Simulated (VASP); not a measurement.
A run of VASP 6.6.1 is set up as follows.

Contents of POSCAR:

```
MnO
1.0
    0.0000000000      2.2386359976      2.2386359976
    2.2386359976      0.0000000000      2.2386359976
    2.2386359976      2.2386359976      0.0000000000
Mn O
1 1
Direct
    0.0000000000      0.0000000000      0.0000000000
    0.5000000000      0.5000000000      0.5000000000
```

Contents of INCAR.step1:

```
SYSTEM = MnO
PREC = Accurate
ENCUT = 520
ISMEAR = -1
SIGMA = 0.05
LREAL = .FALSE.
LASPH = .TRUE.
NELM = 150
ISPIN = 2
MAGMOM = 4 0
LMAXMIX = 4
NBANDS = 20
GGA = PE
ALGO = Normal
EDIFF = 1E-4
LWAVE = .TRUE.
LCHARG = .FALSE.
```

File INCAR.step2:

```
SYSTEM = MnO
PREC = Accurate
ENCUT = 520
EDIFF = 1E-6
ISMEAR = -1
SIGMA = 0.05
LREAL = .FALSE.
LASPH = .TRUE.
NELM = 150
ALGO = Normal
ISIF = 2
LWAVE = .FALSE.
LCHARG = .FALSE.
ISPIN = 2
MAGMOM = 4 0
LORBIT = 11
LMAXMIX = 4
METAGGA = R2SCAN
LMIXTAU = .TRUE.
IVDW = 13
VDW_S6 = 1.0
VDW_S8 = 0.6018749
VDW_A1 = 0.51559235
VDW_A2 = 5.77342911
NBANDS = 20
ISTART = 1
```

File KPOINTS:

```
regular mesh
0
G
  10 10 10
  0 0 0
```

Potentials or basis: VASP PAW PBE potentials, release 64 (Mn_pv, O).

Run with:

```sh
$ cat potpaw_PBE.64/Mn_pv/POTCAR potpaw_PBE.64/O/POTCAR > POTCAR
$ cp INCAR.step1 INCAR
$ mpirun -np 1 vasp_std > vasp.out
$ cp INCAR.step2 INCAR
$ mpirun -np 1 vasp_std > vasp.out
```

**Question.** Predict the site moments.

**Answer.** Mn +4.55; O +0.23 μB.

**Question.** Estimate the band gap on the k mesh.

**Answer.** Zero (filled and empty bands overlap).

**Question.** Predict the net moment.

**Answer.** 5.00 μB per cell.

**Question.** What does it give for the dispersion energy per atom?

**Answer.** -0.118 eV.

Caveat: the cell stands under tension; a cell with one magnetic atom can't hold antiferromagnetic order, which such compounds often take; semilocal functionals often make such compounds metallic where correlation or magnetic order opens a gap, which also shifts bond lengths. With open d or f shells a metallic result of r2SCAN can be an artefact of self-interaction; +U or a hybrid may open a gap.
